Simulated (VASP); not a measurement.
A run of VASP 6.6.1 is set up as follows.

Contents of INCAR:

```
SYSTEM = Pt
PREC = Accurate ; ENCUT = 520
EDIFF = 1E-6 ; ISMEAR = -1
SIGMA = 0.05 ; LREAL = .False.
LASPH = .True. ; NELM = 60
ALGO = Normal ; ISIF = 2
LWAVE = .False. ; LCHARG = .False.
NBANDS = 11
```

The input KPOINTS:

```
regular mesh
0
Gamma
  12 12 12
  0 0 0
```

Contents of POSCAR:

```
Pt
1.0
   -1.6152910255      1.6152910255      1.6152910255
    1.6152910255     -1.6152910255      1.6152910255
    1.6152910255      1.6152910255     -1.6152910255
Pt
1
Direct
    0.0000000000      0.0000000000      0.0000000000
```

Potentials or basis: VASP PAW LDA potentials, release 64 (Pt).

Launch:

```bash
$ cat potpaw_LDA.64/Pt/POTCAR > POTCAR
$ mpirun -np 1 vasp_std > vasp.out
```

Estimate the pressure.

-25.8 GPa.

Predict the band gap on the k mesh.

zero (band 5 reaches 9.80 eV, above the bottom of band 6 at 7.92 eV).

Caveat: spin-orbit coupling is left out, which moves the levels of the heavy elements.
